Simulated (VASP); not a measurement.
# TaN (Fm-3m) in VASP: a series of runs, part 2 of 2

VASP 6.6.1. The steps go on from the part before.

### 4 Single point, PBEsol

File INCAR:

```
  ALGO = Normal
  EDIFF = 1E-6
  ENCUT = 600
  GGA = PS
  GGA_COMPAT = F
  ISIF = 2
  ISMEAR = 0
  LASPH = T
  LCHARG = F
  LREAL = F
  LWAVE = F
  NBANDS = 15
  NELM = 120
  PREC = Accurate
  SIGMA = 0.1
```

File KPOINTS:

```
k-points
0
Gamma
  16 16 16
```

File POSCAR:

```
TaN
1.0
    0.0000000000      2.1879310377      2.1879310377
    2.1879310377      0.0000000000      2.1879310377
    2.1879310377      2.1879310377      0.0000000000
Ta N
1 1
Direct
    0.5000000000      0.5000000000      0.5000000000
    0.0000000000      0.0000000000      0.0000000000
```

Potentials or basis: VASP PAW PBE potentials, release 64 (Ta_pv, N).

Run with:

```
> cat potpaw_PBE.64/Ta_pv/POTCAR potpaw_PBE.64/N/POTCAR > POTCAR
> mpirun -np 1 vasp_std > vasp.out
```

OUTCAR:

```text
EDIFF = 1E-6
   ENCUT = 600
   GGA = PS
   ISIF = 2
   ISMEAR = 0
   LASPH = T
   LREAL = F
   NELM = 120
   PREC = Accurate

 ion  position               nearest neighbor table
   1  0.500  0.500  0.500-   2 2.19   2 2.19   2 2.19   2 2.19   2 2.19   2 2.19
   2  0.000  0.000  0.000-   1 2.19   1 2.19   1 2.19   1 2.19   1 2.19   1 2.19

  LATTYP: Found a face centered cubic cell.
 ALAT       =     4.3758620754

  Lattice vectors:

 A1 = (   0.0000000000,   2.1879310377,   2.1879310377)
 A2 = (   2.1879310377,   0.0000000000,   2.1879310377)
 A3 = (   2.1879310377,   2.1879310377,   0.0000000000)

Analysis of symmetry for initial positions (statically):
=====================================================================
 Subroutine PRICEL returns:
 Original cell was already a primitive cell.

 Routine SETGRP: Setting up the symmetry group for a
 face centered cubic supercell.

 Subroutine GETGRP returns: Found 48 space group operations
 (whereof 48 operations were pure point group operations)
 out of a pool of 48 trial point group operations.

The static configuration has the point symmetry O_h .

Analysis of symmetry for dynamics (positions and initial velocities):
=====================================================================
 Subroutine PRICEL returns:
 Original cell was already a primitive cell.

 Routine SETGRP: Setting up the symmetry group for a
 face centered cubic supercell.

 Subroutine GETGRP returns: Found 48 space group operations
 (whereof 48 operations were pure point group operations)
 out of a pool of 48 trial point group operations.

The dynamic configuration has the point symmetry O_h .

 Subroutine INISYM returns: Found 48 space group operations
 (whereof 48 operations are pure point group operations),
 and found     1 'primitive' translations

----------------------------------------------------------------------------------------

                                     Primitive cell

  volume of cell :      20.9474

  direct lattice vectors                    reciprocal lattice vectors
     0.000000000  2.187931038  2.187931038    -0.228526398  0.228526398  0.228526398
     2.187931038  0.000000000  2.187931038     0.228526398 -0.228526398  0.228526398
     2.187931038  2.187931038  0.000000000     0.228526398  0.228526398 -0.228526398

  length of vectors
     3.094201747  3.094201747  3.094201747     0.395819333  0.395819333  0.395819333

  position of ions in fractional coordinates (direct lattice)
     0.500000000  0.500000000  0.500000000
     0.000000000  0.000000000  0.000000000

  ion indices of the primitive-cell ions
   primitive index   ion index
                 1           1
                 2           2

----------------------------------------------------------------------------------------

 KPOINTS: k-points

Automatic generation of k-mesh.
 Grid dimensions read from file:
 generate k-points for:   16   16   16

 Generating k-lattice:

  Cartesian coordinates                     Fractional coordinates (reciprocal lattice)
    -0.014282900  0.014282900  0.014282900     0.062500000  0.000000000  0.000000000
[... 42 lines left out ...]
   number of dos      NEDOS =    301   number of ions     NIONS =      2
   total plane-waves  NPLWV =  21952
   dimension x,y,z NGX =    28 NGY =   28 NGZ =   28
   dimension x,y,z NGXF=    56 NGYF=   56 NGZF=   56
   ions per type =               1   1
   NGX,Y,Z   is equivalent  to a cutoff of  15.04, 15.04, 15.04 a.u.
   NGXF,Y,Z  is equivalent  to a cutoff of  30.09, 30.09, 30.09 a.u.
 SYSTEM =  unknown system
   PREC   = accura    normal or accurate (medium, high low for compatibility)
   ISTART =      0    job   : 0-new  1-cont  2-samecut
   ICHARG =      2    charge: 1-file 2-atom 10-const
   ISPIN  =      1    spin polarized calculation?
   LNONCOLLINEAR =      F non collinear calculations
   LSORBIT =      F    spin-orbit coupling
   LASPH  =      T    aspherical Exc in radial PAW
   ENCUT  =  600.0 eV  44.10 Ry    6.64 a.u.   6.18  6.18  6.18*2*pi/ulx,y,z
   NELM   =    120;   NELMIN=  2; NELMDL= -5     # of ELM steps
   EDIFF  = 0.1E-05   stopping-criterion for ELM
   LREAL  =      F    real-space projection
   EDIFFG = 0.1E-04   stopping-criterion for IOM
   NSW    =      0    number of steps for IOM
   IBRION =     -1    ionic relax: 0-MD 1-quasi-New 2-CG
   NFREE  =      0    steps in history (QN), initial steepest desc. (CG)
   ISIF   =      2    stress and relaxation
   ISYM   =      2    0-nonsym 1-usesym 2-fastsym
   POTIM  = 0.5000    time-step for ionic-motion
   TEBEG  =    0.0;   TEEND  =   0.0 temperature during run
   PSTRESS=    0.0 pullay stress
   NELECT =      16.0000    total number of electrons
   NUPDOWN=      -1.0000    fix difference up-down
   EMIN   =  10.00;   EMAX   =-10.00  energy-range for DOS
   EFERMI =   0.00;   METHOD = LEGACY
   ISMEAR =     0;   SIGMA  =   0.10  broadening in eV -4-tet -1-fermi 0-gaus
   EFERMI_NEDOS =   21; number of points for ismear=-14 and -15
   IALGO  =     38    algorithm
   IMIX   =      4    mixing-type and parameters
     AMIX     =   0.40;   BMIX     =  1.00
     AMIX_MAG =   1.60;   BMIX_MAG =  1.00
  volume/ion in A,a.u.               =      10.47        70.68
  Fermi-wavevector in a.u.,A,eV,Ry     =   1.496481  2.827939 30.469639  2.239455
  Thomas-Fermi vector in A             =   2.608492
   LORBIT       =      0    0 simple, 1 ext, 2 COOP (PROOUT), +10 PAW based schemes
   GGA     = PS    functional components
   LHFCALC =     F    Hartree Fock is set to
   AEXX    =    0.0000 exact exchange contribution
   IVDW    =     0    specifies the selected vdW correction
   LEPSILON=     F    determine dielectric tensor
   LRPA    =     F    only Hartree local field effects (RPA)
 non-spin polarized calculation
 Gauss-broadening in eV      SIGMA  =   0.10
  energy-cutoff  :      600.00
  volume of cell :       20.95
 maximum number of plane-waves:       725
 NGX is ok and might be reduce to    28
   NGX = 13   NGY = 13   NGZ = 13

 number of electron      16.0000000 magnetization

 Free energy of the ion-electron system (eV)
  ---------------------------------------------------
  ext. energy  EPLUGINS =         0.00000000
  ---------------------------------------------------
  free energy    TOTEN  =       -23.21346710 eV

  energy without entropy =      -23.20784718  energy(sigma->0) =      -23.21065714

 E-fermi :   9.5370     XC(G=0): -13.6719

 val. band max:        9.5294146153   @ k =  -0.2500   0.3750   0.1250
 cond. band min:       9.5437837340   @ k =  -0.3125   0.3125   0.1250
 fundamental gap:      0.0143691186
 Fermi energy:         9.5369851465

 k-point     1 :       0.0000    0.0000    0.0000
  band No.  band energies     occupation
      1     -26.1286      2.00000
      2     -26.1286      2.00000
      3     -26.1286      2.00000
      4      -9.3853      2.00000
      5       5.7096      2.00000
      6       5.7096      2.00000
      7       5.7096      2.00000
      8       7.3761      2.00000
      9       7.3761      2.00000
     10       7.3761      2.00000
     11       9.5764      0.57697
     12       9.5764      0.57697
     13      11.2200      0.00000
     14      18.9288      0.00000
[... 401 lines left out ...]
      2     -26.1522      2.00000
      3     -26.1308      2.00000
      4      -9.1262      2.00000
      5       4.4744      2.00000
      6       4.7888      2.00000
      7       5.1395      2.00000
      8       7.5545      2.00000
      9       7.7902      2.00000
     10       8.1009      2.00000
     11      10.0183      0.00000
     12      10.8984      0.00000
     13      12.0230      0.00000
     14      19.7116      0.00000
     15      21.9459      0.00000

 [... further k-points ...]

------------------------ aborting loop because EDIFF is reached ----------------------------------------

  FORCE on cell =-STRESS in cart. coord.  units (eV):
  Direction    XX          YY          ZZ          XY          YZ          ZX
  --------------------------------------------------------------------------------------
  -------------------------------------------------------------------------------------
  Total        0.1142376      0.1142376      0.1142376      0.0000000      0.0000000      0.0000000
  in kB        8.7375291      8.7375291      8.7375291      0.0000000      0.0000000      0.0000000
  external PRESSURE =       8.7375291 kB  Pullay stress =       0.0000000 kB

 VOLUME and BASIS-vectors are now :
 -----------------------------------------------------------------------------
  energy-cutoff  :      600.00
  volume of cell :       20.95
      direct lattice vectors                 reciprocal lattice vectors
     0.000000000  2.187931038  2.187931038    -0.228526398  0.228526398  0.228526398
     2.187931038  0.000000000  2.187931038     0.228526398 -0.228526398  0.228526398
     2.187931038  2.187931038  0.000000000     0.228526398  0.228526398 -0.228526398

 POSITION                                       TOTAL-FORCE (eV/Angst)
 -----------------------------------------------------------------------------------
      2.18793      2.18793      2.18793         0.000000      0.000000     -0.000000
      0.00000      0.00000      0.00000        -0.000000     -0.000000      0.000000
 -----------------------------------------------------------------------------------
    total drift:                                0.000000      0.000000      0.000000

  FREE ENERGIE OF THE ION-ELECTRON SYSTEM (eV)
  ---------------------------------------------------
  free  energy   TOTEN  =       -23.2134671007 eV

  energy  without entropy=      -23.2078471833  energy(sigma->0) =      -23.21065714
```

OSZICAR:

```text
N       E                     dE             d eps       ncg     rms          rms(c)
DAV:   1     0.974394485371E+02    0.97439E+02   -0.95102E+03  4358   0.126E+03
DAV:   2    -0.228536017124E+02   -0.12029E+03   -0.11334E+03  5365   0.332E+02
DAV:   3    -0.259929709137E+02   -0.31394E+01   -0.31164E+01  4903   0.504E+01
DAV:   4    -0.260059603283E+02   -0.12989E-01   -0.12984E-01  5638   0.340E+00
DAV:   5    -0.260060418459E+02   -0.81518E-04   -0.81515E-04  4973   0.250E-01    0.251E+01
DAV:   6    -0.233104480301E+02    0.26956E+01   -0.47860E+00  5537   0.259E+01    0.105E+01
DAV:   7    -0.232518341006E+02    0.58614E-01   -0.56891E-01  5120   0.602E+00    0.715E+00
DAV:   8    -0.232207815933E+02    0.31053E-01   -0.15579E-01  5211   0.327E+00    0.160E+00
DAV:   9    -0.232136932607E+02    0.70883E-02   -0.21486E-02  4812   0.120E+00    0.355E-01
DAV:  10    -0.232135459328E+02    0.14733E-03   -0.15429E-03  5197   0.442E-01    0.842E-02
DAV:  11    -0.232134693714E+02    0.76561E-04   -0.15686E-04  4980   0.148E-01    0.266E-02
DAV:  12    -0.232134675436E+02    0.18278E-05   -0.10917E-05  5064   0.311E-02    0.604E-03
DAV:  13    -0.232134671007E+02    0.44292E-06   -0.92045E-07  3050   0.788E-03
   1 F= -.23213467E+02 E0= -.23210657E+02  d E =-.561992E-02
```

Wall time 27 s (1 thread of Intel Xeon 6975P-C (Granite Rapids), shared host); peak memory 0.2 GiB.

Results:

- Free energy: -23.2135 eV
- Pressure: 0.9 GPa
- Band gap on the k mesh: zero (bands 8 and 9 overlap by 4.13 eV)

Levels at points of the mesh, in eV from the Fermi level:
```csv
k point,band 6,band 7,band 8,band 9,band 10,band 11
"(0.00, 0.00, 0.00)",-3.83,-3.83,-2.16,-2.16,-2.16,0.04
"(0.50, 0.00, 0.00)",-7.68,-7.68,1.96,1.96,2.07,3.86
"(0.50, 0.50, 0.00)",-5.59,-4.64,-4.64,2.15,3.66,3.66
```

Caveat: the PAW data sets were made with another functional, which shifts forces and pressure a little; spin-orbit coupling is left out, which moves the levels of the heavy elements.

### 5 Relaxation of cell and atoms, PBEsol

File INCAR:

```
  PREC = Accurate
  ENCUT = 600
  EDIFF = 1E-7
  ISMEAR = 0
  SIGMA = 0.1
  LREAL = False
  LASPH = True
  NELM = 120
  ALGO = Normal
  ISIF = 3
  LWAVE = False
  LCHARG = False
  GGA = PS
  IBRION = 2
  NSW = 100
  EDIFFG = -0.002
  GGA_COMPAT = False
  NELMIN = 4
```

File KPOINTS:

```
regular mesh
0
Gamma
  16 16 16
```

File POSCAR:

```
TaN
1.0
    0.0000000000      2.1890869179      2.1890869179
    2.1890869179      0.0000000000      2.1890869179
    2.1890869179      2.1890869179      0.0000000000
Ta N
1 1
Direct
    0.5000000000      0.5000000000      0.5000000000
    0.0000000000      0.0000000000      0.0000000000
```

Run with:

```
> cat potpaw_PBE.64/Ta_pv/POTCAR potpaw_PBE.64/N/POTCAR > POTCAR
> mpirun -np 1 vasp_std > vasp.out
```

It took 44 s on 1 thread of Intel Xeon 6975P-C (Granite Rapids), shared host; peak memory 0.2 GiB.

The run converged. Its results:

```yaml
Free_energy: -23.2137 eV
Relaxed_volume: 10.50 Å³/atom
Relaxed_cell: a = 3.097 Å, b = 3.097 Å, c = 3.097 Å, α = 60.00°, β = 60.00°, γ = 60.00°
Space_group_after_relaxing_to_0.1_Å: Fm-3m (No. 225)
Energy_gained_by_relaxing: 0.0 meV/atom
Ionic_steps: 3
Pressure_after_relaxing: 0.0 GPa
Band_gap_on_the_k_mesh: zero (bands 8 and 9 overlap by 4.11 eV)
```

Final structure:
```xyz
2
Lattice="0.0000 2.1897 2.1897 2.1897 0.0000 2.1897 2.1897 2.1897 0.0000" Properties=species:S:1:pos:R:3 pbc="T T T"
Ta    2.1897    2.1897    2.1897
N     0.0000    0.0000    0.0000
```

Levels at points of the mesh, in eV from the Fermi level:
| k point | band 6 | band 7 | band 8 | band 9 | band 10 | band 11 |
| --- | --- | --- | --- | --- | --- | --- |
| (0.00, 0.00, 0.00) | -3.82 | -3.82 | -2.15 | -2.15 | -2.15 | 0.04 |
| (0.50, 0.00, 0.00) | -7.67 | -7.67 | 1.96 | 1.96 | 2.06 | 3.86 |
| (0.50, 0.50, 0.00) | -5.58 | -4.63 | -4.63 | 2.14 | 3.65 | 3.65 |

Caveat: the PAW data sets were made with another functional, which shifts forces and pressure a little; spin-orbit coupling is left out, which moves the levels of the heavy elements.

### 6 Overview

```csv
task,cell,k mesh,gap on the mesh (eV),pressure (GPa),relaxed volume (Å³/atom)
single point,"a = 3.096 Å, angles 60.0°, 2 atoms",8 × 8 × 8,none,0.5,-
relaxation of cell and atoms,"relaxed from a = 3.127 Å, angles 60.0°, 2 atoms",8 × 8 × 8,-,-0.2,10.51
single point,"a = 3.094 Å, angles 60.0°, 2 atoms",16 × 16 × 16,none,0.9,-
relaxation of cell and atoms,"relaxed from a = 3.096 Å, angles 60.0°, 2 atoms",16 × 16 × 16,none,0.0,10.50
```

Alike in all rows: level PBEsol; potentials or basis VASP PAW PBE potentials, release 64 (Ta_pv, N); no spin polarisation; cutoff (eV) 600; smearing gaussian 0.1 eV.

Caveats: the PAW data sets were made with another functional, which shifts forces and pressure a little; spin-orbit coupling is left out, which moves the levels of the heavy elements; the highest band is partly filled, so the run has too few bands (at least some runs).

Absolute energies hang on the potentials; compare differences alone.
